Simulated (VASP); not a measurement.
# MgIF in VASP: a series of runs

MgIF is run at these levels: PBE; tasks: single point.

Program: VASP 6.6.1. These are calculated values, not measurements. Logs are shortened: lines on timing, memory, paths and dates and some standing lists are left out, and cuts for length are marked.

### Step 1. The cell of the first run

The cell holds a sheet with vacuum, 3 atoms: a = 4.474 Å, b = 4.474 Å, c = 17.000 Å, α = 90.00°, β = 90.00°, γ = 120.00°.

### Step 2. Single point, PBE

File INCAR:

```
SYSTEM = MgIF
ALGO = Normal
DIPOL = 0.5 0.5 0.507
EDIFF = 1E-6
ENCUT = 520
GGA = PE
IDIPOL = 3
ISIF = 2
ISMEAR = 0
LASPH = .TRUE.
LCHARG = .FALSE.
LDIPOL = .TRUE.
LREAL = .FALSE.
LWAVE = .FALSE.
NBANDS = 15
NELM = 80
PREC = Accurate
SIGMA = 0.1
```

File KPOINTS:

```
k-points
0
G
  6 6 1
  0 0 0
```

File POSCAR:

```
MgIF
1.0
    4.4739010000      0.0000000000      0.0000000000
   -2.2369500000      3.8745120000      0.0000000000
    0.0000000000      0.0000000000     17.0000000000
Mg I F
1 1 1
Direct
    0.0000000000      0.0000000000      0.5638249000
    0.6666666700      0.3333333300      0.4361751000
    0.6666666700      0.3333333300      0.5220786200
```

Potentials or basis: VASP PAW PBE potentials, release 64 (Mg, I, F).

Command:

```sh
> cat potpaw_PBE.64/Mg/POTCAR potpaw_PBE.64/I/POTCAR potpaw_PBE.64/F/POTCAR > POTCAR
> mpirun -np 1 vasp_std > vasp.out
```

OUTCAR:

```text
SYSTEM = MgIF
   EDIFF = 1E-6
   ENCUT = 520
   GGA = PE
   ISIF = 2
   ISMEAR = 0
   LASPH = .TRUE.
   LREAL = .FALSE.
   NELM = 80
   PREC = Accurate

 ion  position               nearest neighbor table
   1  0.000  0.000  0.564-   3 2.68   3 2.68   3 2.68   2 3.37   2 3.37   2 3.37
   2  0.667  0.333  0.436-   3 1.46   1 3.37   1 3.37   1 3.37
   3  0.667  0.333  0.522-   2 1.46   1 2.68   1 2.68   1 2.68

  LATTYP: Found a hexagonal cell.
 ALAT       =     4.4739010000
 C/A-ratio  =     3.7998158654

  Lattice vectors:

 A1 = (   4.4739010000,   0.0000000000,   0.0000000000)
 A2 = (  -2.2369500000,   3.8745120000,   0.0000000000)
 A3 = (   0.0000000000,   0.0000000000,  17.0000000000)

Analysis of symmetry for initial positions (statically):
=====================================================================
 Subroutine PRICEL returns:
 Original cell was already a primitive cell.

 Routine SETGRP: Setting up the symmetry group for a
 hexagonal supercell.

 Subroutine GETGRP returns: Found  6 space group operations
 (whereof  6 operations were pure point group operations)
 out of a pool of 24 trial point group operations.

The static configuration has the point symmetry C_3v.

Analysis of symmetry for dynamics (positions and initial velocities):
=====================================================================
 Subroutine PRICEL returns:
 Original cell was already a primitive cell.

 Routine SETGRP: Setting up the symmetry group for a
 hexagonal supercell.

 Subroutine GETGRP returns: Found  6 space group operations
 (whereof  6 operations were pure point group operations)
 out of a pool of 24 trial point group operations.

The dynamic configuration has the point symmetry C_3v.

 Subroutine INISYM returns: Found  6 space group operations
 (whereof  6 operations are pure point group operations),
 and found     1 'primitive' translations

----------------------------------------------------------------------------------------

                                     Primitive cell

  volume of cell :     294.6811

  direct lattice vectors                    reciprocal lattice vectors
     4.473901000  0.000000000  0.000000000     0.223518580  0.129048481  0.000000000
    -2.236950000  3.874512000  0.000000000     0.000000000  0.258097020  0.000000000
     0.000000000  0.000000000 17.000000000     0.000000000  0.000000000  0.058823529

  length of vectors
     4.473901000  4.473900819 17.000000000     0.258097009  0.258097020  0.058823529

  position of ions in fractional coordinates (direct lattice)
     0.000000000  0.000000000  0.563824900
     0.666666670  0.333333330  0.436175100
     0.666666670  0.333333330  0.522078620
[... 82 lines left out ...]
  Fermi-wavevector in a.u.,A,eV,Ry     =   0.619913  1.171466  5.228611  0.384292
  Thomas-Fermi vector in A             =   1.678878
   LORBIT       =      0    0 simple, 1 ext, 2 COOP (PROOUT), +10 PAW based schemes
   GGA     = PE    functional components
   LHFCALC =     F    Hartree Fock is set to
   AEXX    =    0.0000 exact exchange contribution
   IVDW    =     0    specifies the selected vdW correction
   LEPSILON=     F    determine dielectric tensor
   LRPA    =     F    only Hartree local field effects (RPA)
 non-spin polarized calculation
 Gauss-broadening in eV      SIGMA  =   0.10
  energy-cutoff  :      520.00
  volume of cell :      294.68
 maximum number of plane-waves:      7963
 NGX is ok and might be reduce to    36
   NGX = 17   NGY = 17   NGZ = 63

 dipolmoment           0.000000      0.000000      0.000005 electrons x Angstroem

 number of electron      16.0000011 magnetization

 dipolmoment           0.000000      0.000000     -0.006856 electrons x Angstroem

 Free energy of the ion-electron system (eV)
  ---------------------------------------------------
  ext. energy  EPLUGINS =         0.00000000
  ---------------------------------------------------
  free energy    TOTEN  =         1.70365453 eV

  energy without entropy =        1.70365609  energy(sigma->0) =        1.70365531

 E-fermi :  -1.3983     XC(G=0):  -2.9686

 val. band max:       -1.6865988246   @ k =   0.3333   0.3333   0.0000
 cond. band min:      -1.1119134735   @ k =   0.0000   0.0000   0.0000
 fundamental gap:      0.5746853511
 Fermi energy:        -1.3982945000

 k-point     1 :       0.0000    0.0000    0.0000
  band No.  band energies     occupation
      1     -33.2783      2.00000
      2     -16.2188      2.00000
      3     -12.8266      2.00000
      4     -12.8266      2.00000
      5     -11.2463      2.00000
      6      -4.1348      2.00000
      7      -3.1395      2.00000
      8      -3.1395      2.00000
      9      -1.1119      0.00005
     10       0.9373      0.00000
     11       1.7230      0.00000
     12       2.6978      0.00000
     13       2.8090      0.00000
     14       2.8090      0.00000
[... 95 lines left out ...]
      2     -16.1401      2.00000
      3     -12.9591      2.00000
      4     -12.9316      2.00000
      5     -10.9769      2.00000
      6      -4.4721      2.00000
      7      -4.2841      2.00000
      8      -1.6866      1.99995
      9      -0.4392      0.00000
     10      -0.0546      0.00000
     11       1.9401      0.00000
     12       2.0607      0.00000
     13       3.7244      0.00000
     14       4.2357      0.00000
     15       4.2382      0.00000

------------------------ aborting loop because EDIFF is reached ----------------------------------------

 vacuum level on the upper side and lower side of the slab       (xc-potential included)        -0.134        -0.043

  FORCE on cell =-STRESS in cart. coord.  units (eV):
  Direction    XX          YY          ZZ          XY          YZ          ZX
  --------------------------------------------------------------------------------------
  -------------------------------------------------------------------------------------
  Total        2.0780389      2.0780390     52.9145025      0.0000003      0.0000000      0.0000000
  in kB       11.2982701     11.2982706    287.6954530      0.0000015      0.0000000      0.0000000
  external PRESSURE =     103.4306645 kB  Pullay stress =       0.0000000 kB

 VOLUME and BASIS-vectors are now :
 -----------------------------------------------------------------------------
  energy-cutoff  :      520.00
  volume of cell :      294.68
      direct lattice vectors                 reciprocal lattice vectors
     4.473901000  0.000000000  0.000000000     0.223518580  0.129048481  0.000000000
    -2.236950000  3.874512000  0.000000000     0.000000000  0.258097020  0.000000000
     0.000000000  0.000000000 17.000000000     0.000000000  0.000000000  0.058823529

 POSITION                                       TOTAL-FORCE (eV/Angst)
 -----------------------------------------------------------------------------------
      0.00000      0.00000      9.58502         0.000000      0.000000      0.242592
      2.23695      1.29150      7.41498        -0.000000     -0.000000    -36.163613
      2.23695      1.29150      8.87534         0.000000     -0.000000     35.921021
 -----------------------------------------------------------------------------------
    total drift:                               -0.000068      0.000038     -0.002500

  FREE ENERGIE OF THE ION-ELECTRON SYSTEM (eV)
  ---------------------------------------------------
  free  energy   TOTEN  =         1.7036545308 eV

  energy  without entropy=        1.7036560885  energy(sigma->0) =        1.70365531

 vacuum level on the upper side and lower side of the slab         1.848         1.932
```

It took 31 s on 1 thread of Intel Xeon Platinum 8559C (Emerald Rapids), shared host; peak memory 0.41 GiB.

Results:

```
Free energy            : 1.7037 eV
Largest force          : 36.164 eV/Å
Band gap on the k mesh : 0.57 eV, indirect (least direct gap 1.07 eV)
```

Forces in eV/Å, atoms in the order of the input:
```
Mg    0.000   0.000   0.243
I     0.000   0.000 -36.164
F     0.000   0.000  35.921
```

Levels at points of the mesh, in eV from the valence-band top:
```csv
k point,band 5,band 6,band 7,band 8,band 9,band 10,band 11,band 12
"(0.00, 0.00, 0.00)",-9.56,-2.45,-1.45,-1.45,0.57,2.62,3.41,4.38
"(0.50, 0.00, 0.00)",-9.32,-3.12,-1.82,-0.47,0.60,2.68,3.18,4.33
```

Caveat: spin-orbit coupling is left out, which moves the levels of the heavy elements.

### Step 3. Single point, PBE

This run uses another cell than the first one, of 109.60 Å³/atom, 1.116 times its volume.

File INCAR:

```
SYSTEM = MgIF
PREC     = Accurate       ! precision mode
ENCUT    = 520            ! plane-wave cutoff, eV
EDIFF    = 1E-6           ! SCF threshold, eV
ISMEAR   = 0              ! smearing method
SIGMA    = 0.1            ! smearing width, eV
LREAL    = .False.        ! projectors in reciprocal space
LASPH    = .True.         ! aspherical terms in the spheres
NELM     = 80             ! most SCF steps
ALGO     = Normal         ! electronic algorithm
ISIF     = 2              ! what is computed and relaxed
LWAVE    = .False.        ! write WAVECAR
LCHARG   = .False.        ! write CHGCAR
LDIPOL   = .True.       
IDIPOL   = 3            
DIPOL    = 0.5 0.5 0.307
GGA      = PE             ! functional
NBANDS   = 15             ! bands
```

File KPOINTS:

```
regular mesh
0
Gamma
  6 6 1
  0 0 0
```

File POSCAR:

```
MgIF
1.0
    3.6732102512     -0.0000002370      0.0000000000
   -1.8366049203      3.1810935095      0.0000000000
    0.0000000000      0.0000000000     28.1400932000
Mg I F
1 1 1
Direct
    0.0000000000      0.0000000000      0.3185390932
    0.6666666667      0.3333333333      0.2482802895
    0.6666666667      0.3333333333      0.3526991262
```

Potentials or basis: VASP PAW PBE potentials, release 64 (Mg, I, F).

Command:

```sh
> cat potpaw_PBE.64/Mg/POTCAR potpaw_PBE.64/I/POTCAR potpaw_PBE.64/F/POTCAR > POTCAR
> mpirun -np 1 vasp_std > vasp.out
```

It took 38 s on 1 thread of Intel Xeon Platinum 8559C (Emerald Rapids), shared host; peak memory 0.43 GiB.

Results (log left out):

| Quantity | Value |
| --- | --- |
| Free energy | -9.9879 eV |
| Largest force | 0.024 eV/Å |
| Band gap on the k mesh | 0.71 eV, direct |

Forces on the atoms (eV/Å):
```
Mg   0.000  0.000 -0.010
I    0.000  0.000 -0.014
F    0.000  0.000  0.024
```

Levels at points of the mesh, in eV from the valence-band top:
| k point | band 5 | band 6 | band 7 | band 8 | band 9 | band 10 | band 11 | band 12 |
| --- | --- | --- | --- | --- | --- | --- | --- | --- |
| (0.00, 0.00, 0.00) | -5.53 | -3.43 | 0.00 | 0.00 | 0.71 | 3.78 | 4.33 | 4.64 |
| (0.50, 0.00, 0.00) | -5.51 | -4.78 | -2.13 | -1.25 | 2.45 | 3.33 | 5.19 | 6.01 |

Caveat: spin-orbit coupling is left out, which moves the levels of the heavy elements.

### Step 4. Single point, PBE

This run uses another cell than the first one, of 109.60 Å³/atom, 1.116 times its volume.

File INCAR:

```
SYSTEM = MgIF
ALGO = Normal
DIPOL = 0.5 0.5 0.307
EDIFF = 1E-6
ENCUT = 520
GGA = PE
IDIPOL = 3
ISIF = 2
ISMEAR = 0
LASPH = .True.
LCHARG = .False.
LDIPOL = .True.
LREAL = .False.
LWAVE = .False.
NBANDS = 15
NELM = 60
PREC = Accurate
SIGMA = 0.02
```

File KPOINTS:

```
k-points
0
Gamma
  12 12 1
  0 0 0
```

POSCAR is that of step 3.

Command:

```sh
> cat potpaw_PBE.64/Mg/POTCAR potpaw_PBE.64/I/POTCAR potpaw_PBE.64/F/POTCAR > POTCAR
> mpirun -np 1 vasp_std > vasp.out
```

Run time: 77 s. Hardware: 1 thread of Intel Xeon Platinum 8559C (Emerald Rapids), shared host; peak memory 0.47 GiB.

Results (log left out):

| Quantity | Value |
| --- | --- |
| Free energy | -9.9932 eV |
| Largest force | 0.021 eV/Å |
| Band gap on the k mesh | 0.72 eV, direct |

Forces in eV/Å, atoms in the order of the input:
```
Mg   0.000  0.000 -0.002
I    0.000  0.000 -0.019
F    0.000  0.000  0.021
```

Levels at points of the mesh, in eV from the valence-band top:
```csv
k point,band 6,band 7,band 8,band 9,band 10,band 11
"(0.00, 0.00, 0.00)",-3.42,0.00,0.00,0.72,3.79,4.34
"(0.50, 0.00, 0.00)",-4.78,-2.13,-1.25,2.45,3.34,5.19
```

Caveat: spin-orbit coupling is left out, which moves the levels of the heavy elements.

### Step 5. Single point, PBE

This run uses another cell than the first one, of 115.23 Å³/atom, 1.173 times its volume.

File INCAR:

```
SYSTEM = MgIF
  PREC = Accurate
  ENCUT = 520
  EDIFF = 1E-6
  ISMEAR = 0
  SIGMA = 0.02
  LREAL = .False.
  LASPH = .True.
  NELM = 60
  ALGO = Normal
  ISIF = 2
  LWAVE = .False.
  LCHARG = .True.
  LDIPOL = .True.
  IDIPOL = 3
  DIPOL = 0.5 0.5 0.291
  GGA = PE
  LELF = .True.
  LVHAR = .True.
  LVACPOTAV = .True.
  NBANDS = 15
```

File KPOINTS:

```
Automatic mesh
0
Gamma
  12 12 1
  0 0 0
```

File POSCAR:

```
MgIF
1.0
    3.6674626871     -0.0000002367      0.0000000000
   -1.8337311386      3.1761159728      0.0000000000
    0.0000000000      0.0000000000     29.6767115931
Mg I F
1 1 1
Direct
    0.0000000000      0.0000000000      0.3020740001
    0.6666666667      0.3333333333      0.2352671409
    0.6666666667      0.3333333333      0.3345659926
```

Command:

```sh
> cat potpaw_PBE.64/Mg/POTCAR potpaw_PBE.64/I/POTCAR potpaw_PBE.64/F/POTCAR > POTCAR
> mpirun -np 1 vasp_std > vasp.out
```

Run time: 87 s. Hardware: 1 thread of Intel Xeon Platinum 8559C (Emerald Rapids), shared host; peak memory 0.49 GiB.

Results (log left out):

| Property | Result |
| --- | --- |
| Free energy | -9.9936 eV |
| Largest force | 0.015 eV/Å |
| Band gap on the k mesh | 0.69 eV, direct |

Forces in eV/Å, atoms in the order of the input:
```
Mg   0.000  0.000 -0.003
I    0.000  0.000  0.015
F    0.000  0.000 -0.013
```

Levels at points of the mesh, in eV from the valence-band top:
```
           k point  band 4  band 5  band 6  band 7  band 8  band 9  band 10  band 11  band 12  band 13
(0.00, 0.00, 0.00)   -5.55   -5.55   -3.47    0.00    0.00    0.69     3.77     4.29     4.59     4.91
(0.50, 0.00, 0.00)   -5.71   -5.54   -4.82   -2.16   -1.26    2.41     3.33     5.18     6.00     7.39
```

Caveat: spin-orbit coupling is left out, which moves the levels of the heavy elements.

### Step 6. Overview

| cell | k mesh | smearing | gap on the mesh (eV) | largest force (eV/Å) |
| --- | --- | --- | --- | --- |
| a = 4.474, b = 4.474, c = 17.000 Å, angles 90.0, 90.0, 120.0°, 3 atoms | 6 × 6 × 1 | gaussian 0.1 eV | 0.57 | 36.16 |
| a = 3.673, b = 3.673, c = 28.140 Å, angles 90.0, 90.0, 120.0°, 3 atoms | 6 × 6 × 1 | gaussian 0.1 eV | 0.71 | 0.02 |
| a = 3.673, b = 3.673, c = 28.140 Å, angles 90.0, 90.0, 120.0°, 3 atoms | 12 × 12 × 1 | gaussian 0.02 eV | 0.72 | 0.02 |
| a = 3.667, b = 3.667, c = 29.677 Å, angles 90.0, 90.0, 120.0°, 3 atoms | 12 × 12 × 1 | gaussian 0.02 eV | 0.69 | 0.02 |

Alike in all rows: task single point; level PBE; potentials or basis VASP PAW PBE potentials, release 64 (Mg, I, F); no spin polarisation; cutoff (eV) 520.

Caveats: spin-orbit coupling is left out, which moves the levels of the heavy elements.

Absolute energies hang on the potentials; compare differences alone.
